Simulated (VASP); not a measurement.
Here is a VASP 6.6.1 calculation.

Contents of INCAR:

```
SYSTEM = HfNbSe4
PREC = Accurate
ENCUT = 600
EDIFF = 1E-6
ISMEAR = 0
SIGMA = 0.1
LREAL = .FALSE.
LASPH = .TRUE.
NELM = 100
ALGO = Normal
ISIF = 3
LWAVE = .FALSE.
LCHARG = .FALSE.
GGA = PE
IBRION = 2
NSW = 100
EDIFFG = -0.01
```

Contents of KPOINTS:

```
regular mesh
0
G
  12 12 4
  0 0 0
```

Contents of POSCAR:

```
HfNbSe4
1.0
    4.7550520270      0.0000000000      0.0000000000
   -2.3775260135      4.1179958517      0.0000000000
    0.0000000000      0.0000000000      8.9417203065
Hf Nb Se
1 1 4
Direct
    0.0000000000      0.0000000000      0.0434922655
    0.0000000000      0.0000000000      0.7129877335
    0.3333333333      0.6666666667      0.7208207457
    0.6666666667      0.3333333333      0.7208207457
    0.3333333333      0.6666666667      0.1207459848
    0.6666666667      0.3333333333      0.1207459848
```

Potentials or basis: VASP PAW PBE potentials, release 64 (Hf_pv, Nb_sv, Se).

Run with:

```console
$ cat potpaw_PBE.64/Hf_pv/POTCAR potpaw_PBE.64/Nb_sv/POTCAR potpaw_PBE.64/Se/POTCAR > POTCAR
$ mpirun -np 1 vasp_std > vasp.out
```

Q: Predict the space group after relaxing (to 0.05 Å).

A: P6mm (No. 183).

Q: Estimate the relaxed volume.

A: 29.20 Å³/atom.

Q: Estimate the relaxed cell.

A: a = 4.749 Å, b = 4.749 Å, c = 8.969 Å, α = 90.00°, β = 90.00°, γ = 120.00°.

Forces in eV/Å, atoms in the order of the input:
```
Hf   0.000  0.000  0.004
Nb   0.000  0.000  0.005
Se   0.000  0.000 -0.007
Se   0.000  0.000 -0.007
Se   0.000  0.000  0.002
Se   0.000  0.000  0.002
```
